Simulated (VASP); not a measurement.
A run of VASP 6.6.1 is set up as follows.

File INCAR:

```
PREC     = Accurate       # precision mode
ENCUT    = 500            # plane-wave cutoff, eV
EDIFF    = 1E-7           # SCF threshold, eV
ISMEAR   = -1             # smearing method
SIGMA    = 0.05           # smearing width, eV
LREAL    = False          # projectors in reciprocal space
LASPH    = True           # aspherical terms in the spheres
NELM     = 120            # most SCF steps
ALGO     = Normal         # electronic algorithm
ISIF     = 3              # what is computed and relaxed
LWAVE    = False          # write WAVECAR
LCHARG   = False          # write CHGCAR
GGA      = PS             # functional
IBRION   = 2              # ionic algorithm
NSW      = 80             # ionic steps
EDIFFG   = -0.005         # ionic threshold
PSTRESS  = 100.0        
GGA_COMPAT= False        
NELMIN   = 4
```

File KPOINTS:

```
Automatic mesh
0
Gamma
  10 10 8
```

Contents of POSCAR:

```
MoP
1.0
    3.2230000000      0.0000000000      0.0000000000
   -1.6115000000      2.7911998764      0.0000000000
    0.0000000000      0.0000000000      3.1910000000
Mo P
1 1
Direct
    0.0000000000      0.0000000000      0.0000000000
    0.3333333333      0.6666666667      0.5000000000
```

Potentials or basis: VASP PAW PBE potentials, release 64 (Mo_sv, P).

Run with:

```sh
$ cat potpaw_PBE.64/Mo_sv/POTCAR potpaw_PBE.64/P/POTCAR > POTCAR
$ mpirun -np 1 vasp_std > vasp.out
```

Estimate the space group after relaxing (to 0.1 Å).

P-6m2 (No. 187).

Predict the relaxed cell.

a = 3.158 Å, b = 3.158 Å, c = 3.149 Å, α = 90.00°, β = 90.00°, γ = 120.00°.

What does it give for the relaxed volume?

13.60 Å³/atom.

Predict the band gap on the k mesh.

zero (an odd number of electrons rules out a gap without spin polarisation).

Final structure:
```
Mo P
1.0
     3.15763    0.00000    0.00000
    -1.57882    2.73459    0.00000
     0.00000    0.00000    3.14940
Mo P
1 1
Direct
  0.00000 0.00000 0.00000
  0.33333 0.66667 0.50000
```

Caveat: the cell is relaxed towards a set pressure, so the run minimises the enthalpy, not the energy; the PAW data sets were made with another functional, which shifts forces and pressure a little; an odd number of electrons without spin polarisation forces a metal; a magnetic or distorted state may lie lower.
